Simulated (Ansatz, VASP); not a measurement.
One calculation of C, two programs

```
C
1.0
     0.00000    1.77275    1.77275
     1.77275    0.00000    1.77275
     1.77275    1.77275    0.00000
C
2
Direct
  0.00000 0.00000 0.00000
  0.25000 0.25000 0.25000
```

Alike in both runs: functional HSE06; k mesh 8 × 8 × 8; occupations gaussian, width 0.02 eV; no spin polarisation.

Ansatz relaxed the structure, and its values are those at the end. VASP's run is a single point on that final structure, the one shown.

|  | VASP | Ansatz |
| --- | --- | --- |
| version | VASP 6.6.1 | Ansatz 0.2.0 |
| potentials or method | VASP PAW PBE potentials, release 64 (C), cutoff 520 eV | scalar-relativistic, plane waves, PAW |
| valence electrons in the cell | 8 | 8 |

|  | VASP | Ansatz | Ansatz less VASP |
| --- | --- | --- | --- |
| gap on the k mesh at the Fermi level (eV) | 5.32 | 5.33 | +0.009 |
| least direct gap on the mesh (eV) | 7.03 | 7.03 | +0.007 |
| pressure (GPa) | 0.9 | 0.0 | -0.93 |
